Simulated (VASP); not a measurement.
BaO, 2 atoms in the cell. Symmetry: Fm-3m, No. 225, cubic system. The conventional cell has a = 5.435 Å, b = 5.435 Å, c = 5.435 Å, α = 90.00°, β = 90.00°, γ = 90.00°. Ba (site symmetry m-3m) has 6 O at 2.72 Å within 3.6 Å. O (site symmetry m-3m) has 6 Ba at 2.72 Å within 3.6 Å.  This cell differs from its parent crystal: strained cell.

| Property | Result |
| --- | --- |
| Program | VASP 6.6.1 |
| Task | single point |
| Functional | PBEsol |
| Potentials or basis | VASP PAW PBE potentials, release 64 (Ba_sv, O_h) |
| Cutoff | 1340 eV |
| k mesh | 8 × 8 × 8 |
| Occupations | gaussian, width 0.02 eV |
| Spin | no spin polarisation |
| Dipole correction | no |
| Further INCAR settings | ALGO = Normal; EDIFF = 1e-06; NBANDS = 15 |

Potentials or basis: VASP PAW PBE potentials, release 64 (Ba_sv, O_h).

Command:

```console
$ cat potpaw_PBE.64/Ba_sv/POTCAR potpaw_PBE.64/O_h/POTCAR > POTCAR
$ mpirun -np 1 vasp_std > vasp.out
```

Hardware: 1 thread of AMD EPYC 7R43 64-Core Processor (Zen 3), with other jobs on the host.

Estimate the wall time of this run.

Wall time 71 s on 1 thread of AMD EPYC 7R43 64-Core Processor (Zen 3), with other jobs on the host, peak memory 0.32 GiB. Counts: scf iterations 12, k points 29.
